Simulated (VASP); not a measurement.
# Al2Au (Fm-3m) in VASP: notebook, part 2 of 2

VASP 6.6.1.

### Step 4. Relaxation of the atoms, r2SCAN

This run uses another cell than the first one, of 17.73 Å³/atom, 1.043 times its volume.

Input file POSCAR:

```
Al2Au
1.0
    0.0000000000      2.9851497900      2.9851497900
    2.9851497900      0.0000000000      2.9851497900
    2.9851497900      2.9851497900      0.0000000000
Al Au
2 1
Direct
    0.2500000000      0.2500000000      0.2500000000
    0.7500000000      0.7500000000      0.7500000000
    0.0000000000      0.0000000000      0.0000000000
```

Input file INCAR.step1:

```
PREC     = Accurate       # precision mode
ENCUT    = 520            # plane-wave cutoff, eV
ISMEAR   = -1             # smearing method
SIGMA    = 0.1            # smearing width, eV
LREAL    = False          # projectors in reciprocal space
LASPH    = True           # aspherical terms in the spheres
NELM     = 60             # most SCF steps
GGA      = PE             # functional
ALGO     = Normal         # electronic algorithm
EDIFF    = 1E-4           # SCF threshold, eV
LWAVE    = True           # write WAVECAR
LCHARG   = False          # write CHGCAR
```

Input file INCAR.step2:

```
PREC     = Accurate       # precision mode
ENCUT    = 520            # plane-wave cutoff, eV
EDIFF    = 1E-6           # SCF threshold, eV
ISMEAR   = -1             # smearing method
SIGMA    = 0.1            # smearing width, eV
LREAL    = False          # projectors in reciprocal space
LASPH    = True           # aspherical terms in the spheres
NELM     = 60             # most SCF steps
ALGO     = Normal         # electronic algorithm
ISIF     = 2              # what is computed and relaxed
LWAVE    = False          # write WAVECAR
LCHARG   = False          # write CHGCAR
METAGGA  = R2SCAN         # meta-GGA
LMIXTAU  = True         
IBRION   = 2              # ionic algorithm
NSW      = 50             # ionic steps
EDIFFG   = -0.01          # ionic threshold
ISTART   = 1
```

Input file KPOINTS:

```
regular mesh
0
Gamma
  10 10 10
```

Potentials or basis: VASP PAW PBE potentials, release 64 (Al, Au).

On the command line:

```sh
$ cat potpaw_PBE.64/Al/POTCAR potpaw_PBE.64/Au/POTCAR > POTCAR
$ cp INCAR.step1 INCAR
$ mpirun -np 1 vasp_std > vasp.out
$ cp INCAR.step2 INCAR
$ mpirun -np 1 vasp_std > vasp.out
```

OUTCAR:

```text
PREC = Accurate
   ENCUT = 520
   EDIFF = 1E-6
   ISMEAR = -1
   LREAL = False
   LASPH = True
   NELM = 60
   ISIF = 2
   METAGGA = R2SCAN
   IBRION = 2
   NSW = 50
   EDIFFG = -0.01
   ISTART = 1

 ion  position               nearest neighbor table
   1  0.250  0.250  0.250-   3 2.59   3 2.59   3 2.59   3 2.59   2 2.99   2 2.99   2 2.99   2 2.99
                             2 2.99   2 2.99
   2  0.750  0.750  0.750-   3 2.59   3 2.59   3 2.59   3 2.59   1 2.99   1 2.99   1 2.99   1 2.99
                             1 2.99   1 2.99
   3  0.000  0.000  0.000-   2 2.59   2 2.59   2 2.59   1 2.59   2 2.59   1 2.59   1 2.59   1 2.59

  LATTYP: Found a face centered cubic cell.
 ALAT       =     5.9702995800

  Lattice vectors:

 A1 = (   0.0000000000,   2.9851497900,   2.9851497900)
 A2 = (   2.9851497900,   0.0000000000,   2.9851497900)
 A3 = (   2.9851497900,   2.9851497900,   0.0000000000)

Analysis of symmetry for initial positions (statically):
=====================================================================
 Subroutine PRICEL returns:
 Original cell was already a primitive cell.

 Routine SETGRP: Setting up the symmetry group for a
 face centered cubic supercell.

 Subroutine GETGRP returns: Found 48 space group operations
 (whereof 48 operations were pure point group operations)
 out of a pool of 48 trial point group operations.

The static configuration has the point symmetry O_h .

Analysis of symmetry for dynamics (positions and initial velocities):
=====================================================================
 Subroutine PRICEL returns:
 Original cell was already a primitive cell.

 Routine SETGRP: Setting up the symmetry group for a
 face centered cubic supercell.

 Subroutine GETGRP returns: Found 48 space group operations
 (whereof 48 operations were pure point group operations)
 out of a pool of 48 trial point group operations.

The dynamic configuration has the point symmetry O_h .

 Subroutine INISYM returns: Found 48 space group operations
 (whereof 48 operations are pure point group operations),
 and found     1 'primitive' translations

----------------------------------------------------------------------------------------

                                     Primitive cell

  volume of cell :      53.2021

  direct lattice vectors                    reciprocal lattice vectors
     0.000000000  2.985149790  2.985149790    -0.167495783  0.167495783  0.167495783
     2.985149790  0.000000000  2.985149790     0.167495783 -0.167495783  0.167495783
     2.985149790  2.985149790  0.000000000     0.167495783  0.167495783 -0.167495783

  length of vectors
     4.221639319  4.221639319  4.221639319     0.290111205  0.290111205  0.290111205

  position of ions in fractional coordinates (direct lattice)
     0.250000000  0.250000000  0.250000000
     0.750000000  0.750000000  0.750000000
     0.000000000  0.000000000  0.000000000

  ion indices of the primitive-cell ions
   primitive index   ion index
                 1           1
                 2           2
                 3           3

----------------------------------------------------------------------------------------

 KPOINTS: regular mesh
[... 29 lines left out ...]
  0.400000  0.000000  0.000000      8.000000
  0.500000  0.000000  0.000000      4.000000
[... 16 lines left out ...]
  0.300000  0.300000  0.000000      6.000000
  0.400000  0.300000  0.000000     24.000000
 [... further k-points ...]
   k-points           NKPTS =     47   k-points in BZ     NKDIM =     47   number of bands    NBANDS=     12
   number of dos      NEDOS =    301   number of ions     NIONS =      3
   total plane-waves  NPLWV =  32768
   dimension x,y,z NGX =    32 NGY =   32 NGZ =   32
   dimension x,y,z NGXF=    64 NGYF=   64 NGZF=   64
   ions per type =               2   1
   NGX,Y,Z   is equivalent  to a cutoff of  12.60, 12.60, 12.60 a.u.
   NGXF,Y,Z  is equivalent  to a cutoff of  25.20, 25.20, 25.20 a.u.
 SYSTEM =  unknown system
   PREC   = accura    normal or accurate (medium, high low for compatibility)
   ISTART =      1    job   : 0-new  1-cont  2-samecut
   ICHARG =      0    charge: 1-file 2-atom 10-const
   ISPIN  =      1    spin polarized calculation?
   LNONCOLLINEAR =      F non collinear calculations
   LSORBIT =      F    spin-orbit coupling
   LASPH  =      T    aspherical Exc in radial PAW
   ENCUT  =  520.0 eV  38.22 Ry    6.18 a.u.   7.85  7.85  7.85*2*pi/ulx,y,z
   NELM   =     60;   NELMIN=  2; NELMDL=  0     # of ELM steps
   EDIFF  = 0.1E-05   stopping-criterion for ELM
   LREAL  =      F    real-space projection
   EDIFFG = -.1E-01   stopping-criterion for IOM
   NSW    =     50    number of steps for IOM
   IBRION =      2    ionic relax: 0-MD 1-quasi-New 2-CG
   NFREE  =      1    steps in history (QN), initial steepest desc. (CG)
   ISIF   =      2    stress and relaxation
   ISYM   =      2    0-nonsym 1-usesym 2-fastsym
   POTIM  = 0.5000    time-step for ionic-motion
   TEBEG  =    0.0;   TEEND  =   0.0 temperature during run
   PSTRESS=    0.0 pullay stress
   NELECT =      17.0000    total number of electrons
   NUPDOWN=      -1.0000    fix difference up-down
   EMIN   =  10.00;   EMAX   =-10.00  energy-range for DOS
   EFERMI =   0.00;   METHOD = LEGACY
   ISMEAR =    -1;   SIGMA  =   0.10  broadening in eV -4-tet -1-fermi 0-gaus
   EFERMI_NEDOS =   21; number of points for ismear=-14 and -15
   IALGO  =     38    algorithm
   IMIX   =      4    mixing-type and parameters
     AMIX     =   0.40;   BMIX     =  1.00
     AMIX_MAG =   1.60;   BMIX_MAG =  1.00
  volume/ion in A,a.u.               =      17.73       119.68
  Fermi-wavevector in a.u.,A,eV,Ry     =   1.119219  2.115017 17.043349  1.252651
  Thomas-Fermi vector in A             =   2.255856
   LORBIT       =      0    0 simple, 1 ext, 2 COOP (PROOUT), +10 PAW based schemes
   METAGGA = R2SCAN    functional components
   LHFCALC =     F    Hartree Fock is set to
   AEXX    =    0.0000 exact exchange contribution
   IVDW    =     0    specifies the selected vdW correction
   LEPSILON=     F    determine dielectric tensor
   LRPA    =     F    only Hartree local field effects (RPA)
 conjugate gradient relaxation of ions
 non-spin polarized calculation
  energy-cutoff  :      520.00
  volume of cell :       53.20
 maximum number of plane-waves:      1459
   NGX = 15   NGY = 15   NGZ = 15

 number of electron      17.0000000 magnetization

 Free energy of the ion-electron system (eV)
  ---------------------------------------------------
  ext. energy  EPLUGINS =         0.00000000
  ---------------------------------------------------
  free energy    TOTEN  =       -65.55020567 eV

  energy without entropy =      -65.52309757  energy(sigma->0) =      -65.53665162

 E-fermi :   7.8700     XC(G=0): -11.3413

 val. band max:        7.8664838781   @ k =  -0.2000   0.1000   0.0000
 cond. band min:       7.8731101804   @ k =   0.5000   0.1000   0.0000
 fundamental gap:      0.0066263023
 Fermi energy:         7.8700413680

 k-point     1 :       0.0000    0.0000    0.0000
  band No.  band energies     occupation
      1      -3.3250      2.00000
      2       0.8577      2.00000
      3       0.8577      2.00000
      4       0.8577      2.00000
      5       1.8771      2.00000
      6       1.8771      2.00000
      7      10.9039      0.00000
      8      10.9390      0.00000
      9      10.9390      0.00000
     10      10.9390      0.00000
     11      12.1444      0.00000
     12      12.1444      0.00000
[... 331 lines left out ...]
 k-point    24 :       0.4000    0.3000    0.0000
  band No.  band energies     occupation
      1      -1.0581      2.00000
      2       0.3100      2.00000
      3       1.2818      2.00000
      4       1.4674      2.00000
      5       1.6755      2.00000
      6       2.1323      2.00000
      7       4.4258      2.00000
      8       6.1290      2.00000
      9       6.4258      2.00000
     10       9.9370      0.00000
     11      10.9366      0.00000
     12      15.1679      0.00000

 [... further k-points ...]
[... 5 lines left out ...]
  --------------------------------------------------------------------------------------
  -------------------------------------------------------------------------------------
  Total        0.7286457      0.7286457      0.7286457      0.0000000      0.0000000      0.0000000
  in kB       21.9431316     21.9431316     21.9431316      0.0000000      0.0000000      0.0000000
  external PRESSURE =      21.9431316 kB  Pullay stress =       0.0000000 kB

 VOLUME and BASIS-vectors are now :
 -----------------------------------------------------------------------------
  energy-cutoff  :      520.00
  volume of cell :       53.20
      direct lattice vectors                 reciprocal lattice vectors
     0.000000000  2.985149790  2.985149790    -0.167495783  0.167495783  0.167495783
     2.985149790  0.000000000  2.985149790     0.167495783 -0.167495783  0.167495783
     2.985149790  2.985149790  0.000000000     0.167495783  0.167495783 -0.167495783

 POSITION                                       TOTAL-FORCE (eV/Angst)
 -----------------------------------------------------------------------------------
      1.49257      1.49257      1.49257        -0.000000     -0.000000      0.000000
      4.47772      4.47772      4.47772         0.000000      0.000000     -0.000000
      0.00000      0.00000      0.00000         0.000000     -0.000000      0.000000
 -----------------------------------------------------------------------------------
    total drift:                                0.000000     -0.000000      0.000000

  FREE ENERGIE OF THE ION-ELECTRON SYSTEM (eV)
  ---------------------------------------------------
  free  energy   TOTEN  =       -65.5502056708 eV

  energy  without entropy=      -65.5230975684  energy(sigma->0) =      -65.53665162

 reached required accuracy - stopping structural energy minimisation
```

Wall time 3.4 min (1 thread of Oxide Virtual Turin-like, shared host); peak memory 0.17 GiB.

What came out:

| Property | Result |
| --- | --- |
| Free energy | -65.5502 eV |
| Pressure after relaxing | 2.2 GPa |

Final structure:
```yaml
crystal:
  lattice:
    - [0.00000, 2.98515, 2.98515]
    - [2.98515, 0.00000, 2.98515]
    - [2.98515, 2.98515, 0.00000]
  atoms:
    - { symbol: Al, position: [0.25000, 0.25000, 0.25000] }
    - { symbol: Al, position: [0.75000, 0.75000, 0.75000] }
    - { symbol: Au, position: [0.00000, 0.00000, 0.00000] }
```

Caveat: the relaxation stopped at its first step, so nothing moved; the PAW data sets were made with another functional, which shifts forces and pressure a little; spin-orbit coupling is left out, which moves the levels of the heavy elements.

### Step 5. Overview

| cell | gap on the mesh (eV) | pressure (GPa) |
| --- | --- | --- |
| atoms relaxed from a = 4.163 Å, angles 60.0°, 3 atoms | none | 8.1 |
| atoms relaxed from a = 4.193 Å, angles 60.0°, 3 atoms | none | 5.0 |
| atoms relaxed from a = 4.222 Å, angles 60.0°, 3 atoms | none | 2.2 |

Alike in all rows: task relaxation of the atoms; level r2SCAN; potentials or basis VASP PAW PBE potentials, release 64 (Al, Au); no spin polarisation; k mesh 10 × 10 × 10; cutoff (eV) 520; smearing fermi-dirac 0.1 eV.

Caveats: the relaxation stopped at its first step, so nothing moved; the PAW data sets were made with another functional, which shifts forces and pressure a little; spin-orbit coupling is left out, which moves the levels of the heavy elements.

Absolute energies hang on the potentials; compare differences alone.
